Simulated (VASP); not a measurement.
Fe: relaxation of cell and atoms with LDA

Crystal: Fe.

```
Fe
1.0
     2.17004    0.00000    0.00000
    -1.08502    1.87931    0.00000
     0.00000    0.00000    3.45090
Fe
2
Direct
  0.33333 0.66667 0.25000
  0.66667 0.33333 0.75000
```

This isn't the form of Fe at room conditions, which is bcc.

```json
{
 "Program": "VASP 6.6.1",
 "Task": "relaxation of cell and atoms",
 "Functional": "LDA",
 "Potentials or basis": "VASP PAW LDA potentials, release 64 (Fe)",
 "Cutoff": "600 eV",
 "k mesh": "20 × 20 × 11",
 "Occupations": "fermi-dirac, width 0.05 eV",
 "Spin": "collinear spin, ferromagnetic start",
 "Starting moments": "[2.5, 2.5] μB",
 "Target pressure": "210 GPa",
 "Dipole correction": "no",
 "Further INCAR settings": "ALGO = Normal; EDIFF = 1e-06; IBRION = 2; EDIFFG = -0.005; NSW = 32; ISIF = 3"
}
```

```json
{"Relaxed volume": "7.05 Å³/atom", "Relaxed cell": "a = 2.172 Å, b = 2.172 Å, c = 3.450 Å, α = 90.00°, β = 90.00°, γ = 120.00°", "Space group after relaxing (to 0.1 Å)": "P6_3/mmc (No. 194)", "Energy change on relaxing (the run minimises the enthalpy)": "-11.2 meV/atom", "Ionic steps": "6", "Pressure after relaxing": "210.0 GPa", "Band gap on the k mesh": "zero (filled and empty bands overlap)", "Net moment": "0.00 μB per cell"}
```

The path:
```
step  energy change (eV)  largest force (eV/Å)  pressure (GPa)  volume (Å³)
   1              0.0000                0.0000          211.42        14.07
   2             -0.1644                0.0000          201.18        14.20
   3             -0.0244                0.0000          209.89        14.09
   4             -0.0239                0.0000          209.96        14.09
   5             -0.0208                0.0000          210.17        14.09
   6             -0.0224                0.0000          210.05        14.09
```

Final structure:
```cif
data_structure
_symmetry_space_group_name_H-M 'P 1'
_symmetry_Int_Tables_number 1
_cell_length_a 2.1715
_cell_length_b 2.1715
_cell_length_c 3.4504
_cell_angle_alpha 90.000
_cell_angle_beta 90.000
_cell_angle_gamma 120.000
_cell_volume 14.09
loop_
_atom_site_label
_atom_site_type_symbol
_atom_site_fract_x
_atom_site_fract_y
_atom_site_fract_z
_atom_site_occupancy
Fe1 Fe 0.33333 0.66667 0.25000 1
Fe2 Fe 0.66667 0.33333 0.75000 1
```

Levels at points of the mesh, in eV from the Fermi level:
Spin up:
```tsv
k point	band 6	band 7	band 8	band 9	band 10	band 11
(0.00, 0.00, 0.00)	-2.11	-2.11	-1.45	-1.45	1.05	1.18
(0.50, 0.00, 0.00)	-2.52	-1.80	1.43	1.82	1.85	4.40
```
Spin down:
```
           k point  band 4  band 5  band 6  band 7  band 8  band 9  band 10  band 11  band 12  band 13
(0.00, 0.00, 0.00)   -2.94   -2.74   -2.11   -2.11   -1.45   -1.45     1.05     1.18     1.18    13.35
(0.50, 0.00, 0.00)   -3.39   -2.68   -2.52   -1.80    1.43    1.82     1.85     4.40     7.65    15.48
```

Wall time 7.3 min on 1 thread of AMD EPYC 7R43 64-Core Processor (Zen 3) (shared host), peak memory 0.17 GiB.

Caveat: the cell is relaxed towards a set pressure, so the run minimises the enthalpy, not the energy.
